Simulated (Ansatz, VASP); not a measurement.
**One calculation of Si5C, two programs**

```xyz
6
Lattice="4.5290 0.0000 0.0000 -2.2645 3.9223 0.0000 0.0000 0.0000 4.3305" Properties=species:S:1:pos:R:3 pbc="T T T"
Si    0.0000    2.6148    0.0000
Si    2.2645    1.3074    0.0000
Si    1.5321    2.6537    2.1652
Si    1.4648    0.0000    2.1652
Si   -0.7324    1.2685    2.1652
C     0.0000    0.0000    0.0000
```

Alike in both runs: task relaxation of cell and atoms; functional PBE; k mesh 12 × 12 × 10; occupations gaussian, width 0.1 eV; no spin polarisation.

```csv
,VASP,Ansatz
version,VASP 6.6.1,Ansatz 0.2.0
potentials or method,"VASP PAW PBE potentials, release 64 (Si, C), cutoff 600 eV","scalar-relativistic, plane waves, PAW"
valence electrons in the cell,24,24
```

Ansatz gave:

```
gap on the k mesh at the Fermi level, each at its own relaxed structure (eV) : none
relaxed volume (Å³/atom)                                                     : 12.90
relaxed cell length with the largest relative difference (Å)                 : 4.444
```

Q: Estimate VASP's values.

A: gap on the k mesh at the Fermi level, each at its own relaxed structure (eV): none; relaxed volume (Å³/atom): 12.89; relaxed cell length with the largest relative difference (Å): 4.441.

A gap of «none» marks a metal or a gap that the smearing closes.
